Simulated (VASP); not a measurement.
# CuI (Cmcm) in VASP: further runs

CuI is run at these levels: PBE; tasks: single point.

Everything below comes from runs of VASP 6.6.1. Logs are shortened: lines on timing, memory, paths and dates and some standing lists are left out, and cuts for length are marked.

## 1. The cell of the first run

The structure is orthorhombic, space group Cmcm (No. 63). Conventional cell: a = 7.466 Å, b = 7.422 Å, c = 4.393 Å, α = 90.00°, β = 90.00°, γ = 90.00°. Within 3.3 Å of Cu (site symmetry m2m) lie 2 Cu at 2.49 Å and 3 I at 2.59 to 2.61 Å. Within 3.4 Å of I (site symmetry m2m) lie 3 Cu at 2.59 to 2.61 Å.

## 2. Single point, PBE (zz strain of +2 %)

Input file INCAR:

```
PREC = Accurate ; ENCUT = 520
EDIFF = 1E-7 ; ISMEAR = -1
SIGMA = 0.02 ; LREAL = F
LASPH = T ; NELM = 100
ALGO = Normal ; ISIF = 2
LWAVE = F ; LCHARG = F
GGA = PE ; NBANDS = 26
```

Input file KPOINTS:

```
Automatic mesh
0
Gamma
  5 5 6
```

Input file POSCAR:

```
CuI
1.0
    3.7331675900     -3.7110863700      0.0000000000
    3.7331675900      3.7110863700      0.0000000000
    0.0000000000      0.0000000000      4.3931376234
Cu I
2 2
Direct
    0.4204388300      0.5795611700      0.7500000000
    0.5795611700      0.4204388300      0.2500000000
    0.7700426800      0.2299573200      0.7500000000
    0.2299573200      0.7700426800      0.2500000000
```

Potentials or basis: VASP PAW PBE potentials, release 64 (Cu, I).

Launch:

```
cat potpaw_PBE.64/Cu/POTCAR potpaw_PBE.64/I/POTCAR > POTCAR
mpirun -np 1 vasp_std > vasp.out
```

OUTCAR:

```text
PREC = Accurate
   ENCUT = 520
   EDIFF = 1E-7
   ISMEAR = -1
   LREAL = F
   LASPH = T
   NELM = 100
   ISIF = 2
   GGA = PE

 ion  position               nearest neighbor table
   1  0.420  0.580  0.750-   2 2.49   2 2.49   3 2.59   4 2.61   4 2.61
   2  0.580  0.420  0.250-   1 2.49   1 2.49   4 2.59   3 2.61   3 2.61
   3  0.770  0.230  0.750-   1 2.59   2 2.61   2 2.61
   4  0.230  0.770  0.250-   2 2.59   1 2.61   1 2.61

  LATTYP: Found a base centered orthorhombic cell.
 ALAT       =     7.4221727400
 B/A-ratio  =     1.0059500690
 C/A-ratio  =     0.5918937456

  Lattice vectors:

 A1 = (  -3.7331675900,  -3.7110863700,   0.0000000000)
 A2 = (   3.7331675900,  -3.7110863700,   0.0000000000)
 A3 = (   0.0000000000,   0.0000000000,   4.3931376234)

Analysis of symmetry for initial positions (statically):
=====================================================================
 Subroutine PRICEL returns:
 Original cell was already a primitive cell.

 Routine SETGRP: Setting up the symmetry group for a
 base centered orthorhombic supercell.

 Subroutine GETGRP returns: Found  8 space group operations
 (whereof  4 operations were pure point group operations)
 out of a pool of  8 trial point group operations.

The static configuration has the point symmetry C_2h.
 The point group associated with its full space group is D_2h.

Analysis of symmetry for dynamics (positions and initial velocities):
=====================================================================
 Subroutine PRICEL returns:
 Original cell was already a primitive cell.

 Routine SETGRP: Setting up the symmetry group for a
 base centered orthorhombic supercell.

 Subroutine GETGRP returns: Found  8 space group operations
 (whereof  4 operations were pure point group operations)
 out of a pool of  8 trial point group operations.

The dynamic configuration has the point symmetry C_2h.
 The point group associated with its full space group is D_2h.

 Subroutine INISYM returns: Found  8 space group operations
 (whereof  4 operations are pure point group operations),
 and found     1 'primitive' translations

----------------------------------------------------------------------------------------

                                     Primitive cell

  volume of cell :     121.7260

  direct lattice vectors                    reciprocal lattice vectors
     3.733167590 -3.711086370  0.000000000     0.133934518 -0.134731437  0.000000000
     3.733167590  3.711086370  0.000000000     0.133934518  0.134731437  0.000000000
     0.000000000  0.000000000  4.393137623     0.000000000  0.000000000  0.227627743

  length of vectors
     5.263905613  5.263905613  4.393137623     0.189976354  0.189976354  0.227627743

  position of ions in fractional coordinates (direct lattice)
     0.420438830  0.579561170  0.750000000
     0.579561170  0.420438830  0.250000000
     0.770042680  0.229957320  0.750000000
     0.229957320  0.770042680  0.250000000

  ion indices of the primitive-cell ions
   primitive index   ion index
                 1           1
                 2           2
                 3           3
                 4           4

----------------------------------------------------------------------------------------

 KPOINTS: Automatic mesh

Automatic generation of k-mesh.
 Grid dimensions read from file:
 generate k-points for:    5    5    6

 Generating k-lattice:

  Cartesian coordinates                     Fractional coordinates (reciprocal lattice)
     0.026786904 -0.026946287  0.000000000     0.200000000  0.000000000  0.000000000
     0.026786904  0.026946287  0.000000000     0.000000000  0.200000000  0.000000000
     0.000000000  0.000000000  0.037937957     0.000000000  0.000000000  0.166666667

  Length of vectors
     0.037995271  0.037995271  0.037937957

  Shift w.r.t. Gamma in fractional coordinates (k-lattice)
     0.000000000  0.000000000  0.000000000

 Subroutine IBZKPT returns following result:
 ===========================================

 Found     36 irreducible k-points:

 Following reciprocal coordinates:
            Coordinates               Weight
  0.000000  0.000000  0.000000      1.000000
  0.200000 -0.000000  0.000000      4.000000
  0.400000  0.000000  0.000000      4.000000
  0.200000  0.200000  0.000000      2.000000
  0.400000  0.200000  0.000000      4.000000
 -0.400000  0.200000  0.000000      4.000000
[... 16 lines left out ...]
  0.400000  0.200000  0.333333      8.000000
 -0.400000  0.200000  0.333333      8.000000
 [... further k-points ...]
   k-points           NKPTS =     36   k-points in BZ     NKDIM =     36   number of bands    NBANDS=     26
   number of dos      NEDOS =    301   number of ions     NIONS =      4
   total plane-waves  NPLWV =  57600
   dimension x,y,z NGX =    40 NGY =   40 NGZ =   36
   dimension x,y,z NGXF=    80 NGYF=   80 NGZF=   72
   ions per type =               2   2
   NGX,Y,Z   is equivalent  to a cutoff of  12.63, 12.63, 13.62 a.u.
   NGXF,Y,Z  is equivalent  to a cutoff of  25.27, 25.27, 27.25 a.u.
 SYSTEM =  unknown system
   PREC   = accura    normal or accurate (medium, high low for compatibility)
   ISTART =      0    job   : 0-new  1-cont  2-samecut
   ICHARG =      2    charge: 1-file 2-atom 10-const
   ISPIN  =      1    spin polarized calculation?
   LNONCOLLINEAR =      F non collinear calculations
   LSORBIT =      F    spin-orbit coupling
   LASPH  =      T    aspherical Exc in radial PAW
   ENCUT  =  520.0 eV  38.22 Ry    6.18 a.u.   9.79  9.79  8.17*2*pi/ulx,y,z
   NELM   =    100;   NELMIN=  2; NELMDL= -5     # of ELM steps
   EDIFF  = 0.1E-06   stopping-criterion for ELM
   LREAL  =      F    real-space projection
   EDIFFG = 0.1E-05   stopping-criterion for IOM
   NSW    =      0    number of steps for IOM
   IBRION =     -1    ionic relax: 0-MD 1-quasi-New 2-CG
   NFREE  =      0    steps in history (QN), initial steepest desc. (CG)
   ISIF   =      2    stress and relaxation
   ISYM   =      2    0-nonsym 1-usesym 2-fastsym
   POTIM  = 0.5000    time-step for ionic-motion
   TEBEG  =    0.0;   TEEND  =   0.0 temperature during run
   PSTRESS=    0.0 pullay stress
   NELECT =      36.0000    total number of electrons
   NUPDOWN=      -1.0000    fix difference up-down
   EMIN   =  10.00;   EMAX   =-10.00  energy-range for DOS
   EFERMI =   0.00;   METHOD = LEGACY
   ISMEAR =    -1;   SIGMA  =   0.02  broadening in eV -4-tet -1-fermi 0-gaus
   EFERMI_NEDOS =   21; number of points for ismear=-14 and -15
   IALGO  =     38    algorithm
   IMIX   =      4    mixing-type and parameters
     AMIX     =   0.40;   BMIX     =  1.00
     AMIX_MAG =   1.60;   BMIX_MAG =  1.00
  volume/ion in A,a.u.               =      30.43       205.36
  Fermi-wavevector in a.u.,A,eV,Ry     =   1.090723  2.061168 16.186539  1.189677
  Thomas-Fermi vector in A             =   2.226954
   LORBIT       =      0    0 simple, 1 ext, 2 COOP (PROOUT), +10 PAW based schemes
   GGA     = PE    functional components
   LHFCALC =     F    Hartree Fock is set to
   AEXX    =    0.0000 exact exchange contribution
   IVDW    =     0    specifies the selected vdW correction
   LEPSILON=     F    determine dielectric tensor
   LRPA    =     F    only Hartree local field effects (RPA)
 non-spin polarized calculation
  energy-cutoff  :      520.00
  volume of cell :      121.73
 maximum number of plane-waves:      3320
   NGX = 19   NGY = 19   NGZ = 17

 number of electron      35.9999982 magnetization

 Free energy of the ion-electron system (eV)
  ---------------------------------------------------
  ext. energy  EPLUGINS =         0.00000000
  ---------------------------------------------------
  free energy    TOTEN  =       -10.93231663 eV

  energy without entropy =      -10.93231663  energy(sigma->0) =      -10.93231663

 E-fermi :   4.0232     XC(G=0):  -8.5107

 val. band max:        3.6055004805   @ k =   0.0000   0.0000   0.0000
 cond. band min:       4.6528881200   @ k =   0.0000   0.0000   0.0000
 fundamental gap:      1.0473876395
 Fermi energy:         4.0231709775

 k-point     1 :       0.0000    0.0000    0.0000
  band No.  band energies     occupation
      1     -10.0812      2.00000
      2      -9.3717      2.00000
      3      -1.7460      2.00000
      4      -0.4334      2.00000
      5      -0.2476      2.00000
      6      -0.1594      2.00000
[... 18 lines left out ...]
     25      11.6603      0.00000
     26      12.0040      0.00000

 k-point     2 :       0.2000   -0.0000    0.0000
  band No.  band energies     occupation
      1     -10.0145      2.00000
      2      -9.4373      2.00000
      3      -1.6780      2.00000
      4      -0.6011      2.00000
      5      -0.3682      2.00000
      6      -0.0923      2.00000
[... 18 lines left out ...]
     25      11.5657      0.00000
     26      11.6954      0.00000

 k-point     3 :       0.4000    0.0000    0.0000
  band No.  band energies     occupation
      1      -9.8420      2.00000
      2      -9.6084      2.00000
      3      -1.4760      2.00000
      4      -0.9744      2.00000
      5      -0.4576      2.00000
      6       0.1111      2.00000
[... 18 lines left out ...]
     25      10.8798      0.00000
     26      10.9643      0.00000

 k-point     4 :       0.2000    0.2000    0.0000
  band No.  band energies     occupation
      1      -9.9812      2.00000
      2      -9.4551      2.00000
      3      -1.9318      2.00000
      4      -0.4241      2.00000
      5      -0.3174      2.00000
      6      -0.0241      2.00000
[... 18 lines left out ...]
     25      10.5243      0.00000
     26      11.5488      0.00000
[... 496 lines left out ...]
      1      -9.7218      2.00000
      2      -9.4470      2.00000
      3      -1.6815      2.00000
      4      -1.2119      2.00000
      5      -0.7737      2.00000
      6      -0.3145      2.00000
[... 18 lines left out ...]
     25      10.4461      0.00000
     26      10.7229      0.00000

 k-point    23 :       0.4000    0.2000    0.3333
  band No.  band energies     occupation
      1      -9.6433      2.00000
      2      -9.4995      2.00000
      3      -1.8584      2.00000
      4      -1.2758      2.00000
      5      -0.6680      2.00000
      6      -0.2166      2.00000
[... 18 lines left out ...]
     25      10.6809      0.00000
     26      11.0400      0.00000

 k-point    24 :      -0.4000    0.2000    0.3333
  band No.  band energies     occupation
      1      -9.6011      2.00000
      2      -9.5427      2.00000
      3      -1.9351      2.00000
      4      -1.3933      2.00000
      5      -0.3724      2.00000
      6      -0.0805      2.00000
[... 18 lines left out ...]
     25      11.2061      0.00000
     26      11.6744      0.00000

 [... further k-points ...]

------------------------ aborting loop because EDIFF is reached ----------------------------------------

  FORCE on cell =-STRESS in cart. coord.  units (eV):
  Direction    XX          YY          ZZ          XY          YZ          ZX
  --------------------------------------------------------------------------------------
  -------------------------------------------------------------------------------------
  Total        0.5492034      0.5022409     -0.4220939      0.0000000      0.0000000      0.0000000
  in kB        7.2287035      6.6105755     -5.5556684      0.0000000      0.0000000      0.0000000
  external PRESSURE =       2.7612035 kB  Pullay stress =       0.0000000 kB

 VOLUME and BASIS-vectors are now :
 -----------------------------------------------------------------------------
  energy-cutoff  :      520.00
  volume of cell :      121.73
      direct lattice vectors                 reciprocal lattice vectors
     3.733167590 -3.711086370  0.000000000     0.133934518 -0.134731437  0.000000000
     3.733167590  3.711086370  0.000000000     0.133934518  0.134731437  0.000000000
     0.000000000  0.000000000  4.393137623     0.000000000  0.000000000  0.227627743

 POSITION                                       TOTAL-FORCE (eV/Angst)
 -----------------------------------------------------------------------------------
      3.73317      0.59052      3.29485         0.000000      0.090018     -0.000000
      3.73317     -0.59052      1.09828         0.000000     -0.090018      0.000000
      3.73317     -2.00430      3.29485         0.000000      0.006312      0.000000
      3.73317      2.00430      1.09828         0.000000     -0.006312      0.000000
 -----------------------------------------------------------------------------------
    total drift:                                0.000000     -0.000000      0.000000

  FREE ENERGIE OF THE ION-ELECTRON SYSTEM (eV)
  ---------------------------------------------------
  free  energy   TOTEN  =       -10.9323166261 eV

  energy  without entropy=      -10.9323166261  energy(sigma->0) =      -10.93231663
```

Run time: 79 s. Hardware: 1 thread of Intel Xeon Platinum 8488C (Sapphire Rapids), shared host; peak memory 0.29 GiB.

What came out:

```
Free energy            : -10.9323 eV
Pressure               : 0.3 GPa
Largest force          : 0.090 eV/Å
Band gap on the k mesh : 1.05 eV, direct
```

Forces on the atoms (eV/Å):
```
Cu   0.000  0.090  0.000
Cu   0.000 -0.090  0.000
I    0.000  0.006  0.000
I    0.000 -0.006  0.000
```

Stress tensor (GPa, compression positive):
```
 0.72  0.00  0.00
 0.00  0.66  0.00
 0.00  0.00 -0.56
```

Caveat: the cell differs from its parent crystal (zz strain of +2 %); spin-orbit coupling is left out, which moves the levels of the heavy elements. A k mesh can miss the band edges.

## 3. Single point, PBE (equal xx and yy strain of -3 %)

Input file INCAR:

```
SYSTEM = CuI
PREC     = Accurate       ! precision mode
ENCUT    = 520            ! plane-wave cutoff, eV
EDIFF    = 1E-7           ! SCF threshold, eV
ISMEAR   = -1             ! smearing method
SIGMA    = 0.02           ! smearing width, eV
LREAL    = .FALSE.        ! projectors in reciprocal space
LASPH    = .TRUE.         ! aspherical terms in the spheres
NELM     = 100            ! most SCF steps
ALGO     = Normal         ! electronic algorithm
ISIF     = 2              ! what is computed and relaxed
LWAVE    = .FALSE.        ! write WAVECAR
LCHARG   = .TRUE.         ! write CHGCAR
GGA      = PE             ! functional
LELF     = .TRUE.         ! ELF
LVHAR    = .TRUE.       
NBANDS   = 26             ! bands
```

Input file KPOINTS:

```
Automatic mesh
0
G
  5 5 6
  0 0 0
```

Input file POSCAR:

```
CuI
1.0
    3.6211725623     -3.5997537789      0.0000000000
    3.6211725623      3.5997537789      0.0000000000
    0.0000000000      0.0000000000      4.3069976700
Cu I
2 2
Direct
    0.4204388300      0.5795611700      0.7500000000
    0.5795611700      0.4204388300      0.2500000000
    0.7700426800      0.2299573200      0.7500000000
    0.2299573200      0.7700426800      0.2500000000
```

Potentials or basis: VASP PAW PBE potentials, release 64 (Cu, I).

Launch:

```
cat potpaw_PBE.64/Cu/POTCAR potpaw_PBE.64/I/POTCAR > POTCAR
mpirun -np 1 vasp_std > vasp.out
```

OUTCAR:

```text
SYSTEM = CuI
   PREC = Accurate
   ENCUT = 520
   EDIFF = 1E-7
   ISMEAR = -1
   LREAL = .FALSE.
   LASPH = .TRUE.
   NELM = 100
   ISIF = 2
   GGA = PE

 ion  position               nearest neighbor table
   1  0.420  0.580  0.750-   2 2.44   2 2.44   3 2.52   4 2.55   4 2.55
   2  0.580  0.420  0.250-   1 2.44   1 2.44   4 2.52   3 2.55   3 2.55
   3  0.770  0.230  0.750-   1 2.52   2 2.55   2 2.55
   4  0.230  0.770  0.250-   2 2.52   1 2.55   1 2.55

  LATTYP: Found a base centered orthorhombic cell.
[... 898 lines left out ...]
  Direction    XX          YY          ZZ          XY          YZ          ZX
  --------------------------------------------------------------------------------------
  -------------------------------------------------------------------------------------
  Total        1.0023597      3.9862516      2.7674177      0.0000000      0.0000000      0.0000000
  in kB       14.3023546     56.8785656     39.4874094      0.0000000      0.0000000      0.0000000
  external PRESSURE =      36.8894432 kB  Pullay stress =       0.0000000 kB

 VOLUME and BASIS-vectors are now :
 -----------------------------------------------------------------------------
  energy-cutoff  :      520.00
  volume of cell :      112.29
      direct lattice vectors                 reciprocal lattice vectors
     3.621172562 -3.599753779  0.000000000     0.138076822 -0.138898389  0.000000000
     3.621172562  3.599753779  0.000000000     0.138076822  0.138898389  0.000000000
     0.000000000  0.000000000  4.306997670     0.000000000  0.000000000  0.232180297

 POSITION                                       TOTAL-FORCE (eV/Angst)
 -----------------------------------------------------------------------------------
      3.62117      0.57280      3.23025         0.000000      0.320915     -0.000000
      3.62117     -0.57280      1.07675         0.000000     -0.320915      0.000000
      3.62117     -1.94417      3.23025         0.000000     -0.719674      0.000000
      3.62117      1.94417      1.07675         0.000000      0.719674      0.000000
 -----------------------------------------------------------------------------------
    total drift:                                0.000000     -0.000000      0.000000

  FREE ENERGIE OF THE ION-ELECTRON SYSTEM (eV)
  ---------------------------------------------------
  free  energy   TOTEN  =       -10.8218614941 eV

  energy  without entropy=      -10.8218614941  energy(sigma->0) =      -10.82186149
```

stdout:

```text
POSCAR found type information on POSCAR CuI
 POSCAR found :  2 types and       4 ions
 scaLAPACK will be used
 LDA part: xc-table for (Slater+PW92), standard interpolation
 POSCAR, INCAR and KPOINTS ok, starting setup
 FFT: planning ... GRIDC
 FFT: planning ... GRID_SOFT
 FFT: planning ... GRID
 WAVECAR not read
 entering main loop
```

Run time: 39 s. Hardware: 1 thread of Intel Xeon 6975P-C (Granite Rapids), shared host; peak memory 0.26 GiB.

Results:

* Free energy: -10.8219 eV
* Pressure: 3.7 GPa
* Largest force: 0.720 eV/Å
* Band gap on the k mesh: 1.16 eV, direct

Forces in eV/Å, atoms in the order of the input:
```
Cu   0.000  0.321  0.000
Cu   0.000 -0.321  0.000
I    0.000 -0.720  0.000
I    0.000  0.720  0.000
```

Stress tensor (GPa, compression positive):
```
1.43 0.00 0.00
0.00 5.69 0.00
0.00 0.00 3.95
```

Levels at points of the mesh, in eV from the valence-band top:
| k point | band 15 | band 16 | band 17 | band 18 | band 19 | band 20 | band 21 | band 22 |
| --- | --- | --- | --- | --- | --- | --- | --- | --- |
| (0.00, 0.00, 0.00) | -1.89 | -1.59 | -0.89 | 0.00 | 1.16 | 1.58 | 2.21 | 4.70 |
| (0.00, 0.00, 0.50) | -1.95 | -1.95 | -1.68 | -1.68 | 3.69 | 3.69 | 3.96 | 3.96 |

Caveat: the cell differs from its parent crystal (equal xx and yy strain of -3 %); spin-orbit coupling is left out, which moves the levels of the heavy elements.

(Part 1 of 3 ends here.)
